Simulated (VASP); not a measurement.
Se: relaxation of cell and atoms with r2SCAN

The system is Se.

```
Se
1.0
    -1.42406    1.42406    1.42406
     1.42406   -1.42406    1.42406
     1.42406    1.42406   -1.42406
Se
1
Direct
  0.00000 0.00000 0.00000
```

```
Program                : VASP 6.6.1
Task                   : relaxation of cell and atoms
Functional             : r2SCAN
Potentials or basis    : VASP PAW PBE potentials, release 64 (Se)
Cutoff                 : 600 eV
k mesh                 : 20 × 20 × 20
Occupations            : gaussian, width 0.1 eV
Spin                   : no spin polarisation
Target pressure        : 148 GPa
Dipole correction      : no
Further INCAR settings : ALGO = Normal; EDIFF = 1e-06; IBRION = 2; EDIFFG = -0.002; NSW = 100; ISIF = 3
```

| Item | Value |
| --- | --- |
| Relaxed volume | 11.54 Å³/atom |
| Relaxed cell | a = 2.466 Å, b = 2.466 Å, c = 2.466 Å, α = 109.47°, β = 109.47°, γ = 109.47° |
| Space group after relaxing (to 0.05 Å) | Im-3m (No. 229) |
| Energy change on relaxing (the enthalpy is what falls) | +10.0 meV/atom |
| Ionic steps | 3 |
| Pressure after relaxing | 148.0 GPa |
| Band gap on the k mesh | zero (band 3 reaches 21.89 eV, above the bottom of band 4 at 6.12 eV) |

Step by step:
```tsv
step	energy change (eV)	largest force (eV/Å)	pressure (GPa)	volume (Å³)
1	0.0000	0.0000	147.45	11.55
2	0.0611	0.0000	150.78	11.49
3	0.0100	0.0000	148.02	11.54
```

Final structure:
```xyz
1
Lattice="-1.4236 1.4236 1.4236 1.4236 -1.4236 1.4236 1.4236 1.4236 -1.4236" Properties=species:S:1:pos:R:3 pbc="T T T"
Se    0.0000    0.0000    0.0000
```

Levels at points of the mesh, in eV from the Fermi level:
| k point | band 1 | band 2 | band 3 | band 4 | band 5 | band 6 | band 7 |
| --- | --- | --- | --- | --- | --- | --- | --- |
| (0.00, 0.00, 0.00) | -24.38 | 7.40 | 7.40 | 7.40 | 14.31 | 14.31 | 14.31 |
| (0.50, 0.00, 0.00) | -16.01 | -13.32 | 0.32 | 4.16 | 7.64 | 8.56 | 22.97 |
| (0.50, 0.50, 0.50) | -8.32 | -6.61 | -6.61 | -6.61 | 0.88 | 0.88 | 30.95 |

It took 2.4 min on 1 thread of Intel(R) Xeon(R) Platinum 8375C CPU @ 2.90GHz (Ice Lake), with other jobs on the host, peak memory 0.15 GiB.

Caveat: the cell is relaxed towards a set pressure, so the enthalpy falls and the energy may rise; the PAW data sets were made with another functional, which shifts forces and pressure a little.
